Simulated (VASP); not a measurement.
Input of a VASP 6.6.1 run:

Contents of POSCAR:

```
Cr
1.0
    4.3675530935      0.0000000000      0.0000000000
   -2.1837765467      3.7824119313      0.0000000000
    0.0000000000      0.0000000000      2.3566037629
Cr
3
Direct
    0.0000000000      1.0000000000      0.0000000000
    0.3333333333      0.6666666667      0.5000000000
    0.6666666667      0.3333333333      0.5000000000
```

File INCAR.step1:

```
SYSTEM = Cr
PREC = Accurate ; ENCUT = 770
ISMEAR = -1 ; SIGMA = 0.1
LREAL = .False. ; LASPH = .True.
NELM = 120 ; NBANDS = 28
GGA = PE ; ALGO = Normal
EDIFF = 1E-5 ; LWAVE = .True.
LCHARG = .False. ; GGA_COMPAT = .False.
```

INCAR.step2

```
SYSTEM = Cr
PREC = Accurate ; ENCUT = 770
EDIFF = 1E-6 ; ISMEAR = -1
SIGMA = 0.1 ; LREAL = .False.
LASPH = .True. ; NELM = 120
ALGO = Normal ; ISIF = 2
LWAVE = .False. ; LCHARG = .True.
METAGGA = R2SCAN ; LMIXTAU = .True.
LELF = .True. ; LVHAR = .True.
NBANDS = 28 ; ISTART = 1
GGA_COMPAT = .False.
```

KPOINTS

```
regular mesh
0
Gamma
  10 10 15
  0 0 0
```

Potentials or basis: VASP PAW PBE potentials, release 64 (Cr_sv).

Launch:

```sh
$ cat potpaw_PBE.64/Cr_sv/POTCAR > POTCAR
$ cp INCAR.step1 INCAR
$ mpirun -np 1 vasp_std > vasp.out
$ cp INCAR.step2 INCAR
$ mpirun -np 1 vasp_std > vasp.out
```

Q: Predict the band gap on the k mesh.

A: Zero (bands 21 and 22 overlap by 0.49 eV).

Q: What does it give for the pressure?

A: -23.3 GPa.

Stress tensor (GPa, compression positive):
```
-23.14   0.00   0.00
  0.00 -23.14   0.00
  0.00   0.00 -23.59
```

Caveat: the cell stands under tension; the PAW data sets were made with another functional, which shifts forces and pressure a little; the run has no spin polarisation, though such a crystal can be magnetic. Spin polarisation is off, so any magnetic state and its effect on volume and gap are missing.
